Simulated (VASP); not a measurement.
A run of VASP 6.6.1:

INCAR

```
SYSTEM = HfC
ALGO     = Normal         ! electronic algorithm
EDIFF    = 1E-6           ! SCF threshold, eV
EDIFFG   = -0.01          ! ionic threshold
ENCUT    = 600            ! plane-wave cutoff, eV
GGA      = PE             ! functional
IBRION   = 2              ! ionic algorithm
ISIF     = 3              ! what is computed and relaxed
ISMEAR   = 0              ! smearing method
LASPH    = .True.         ! aspherical terms in the spheres
LCHARG   = .False.        ! write CHGCAR
LREAL    = .False.        ! projectors in reciprocal space
LWAVE    = .False.        ! write WAVECAR
NELM     = 100            ! most SCF steps
NSW      = 100            ! ionic steps
PREC     = Accurate       ! precision mode
SIGMA    = 0.1            ! smearing width, eV
```

Contents of KPOINTS:

```
k-points
0
Gamma
  18 18 10
  0 0 0
```

Contents of POSCAR:

```
HfC
1.0
    3.3428659700      0.0000000000      0.0000000000
   -1.6714329900      2.8950068500      0.0000000000
    0.0000000000      0.0000000000      5.2027139700
Hf C
2 2
Direct
    0.6666666700      0.3333333300      0.7500000000
    0.3333333300      0.6666666700      0.2500000000
    0.0000000000      0.0000000000      0.0000000000
    0.0000000000      0.0000000000      0.5000000000
```

Potentials or basis: VASP PAW PBE potentials, release 64 (Hf_pv, C).

Launch:

```console
$ cat potpaw_PBE.64/Hf_pv/POTCAR potpaw_PBE.64/C/POTCAR > POTCAR
$ mpirun -np 1 vasp_std > vasp.out
```

Hardware: 1 thread of Intel Xeon 6975P-C, with other jobs on the host.

Estimate the wall time of this run.

It took 9.9 min on 1 thread of Intel Xeon 6975P-C, with other jobs on the host, peak memory 0.37 GiB. Counts: scf iterations 38, k points 222, ion steps 5.
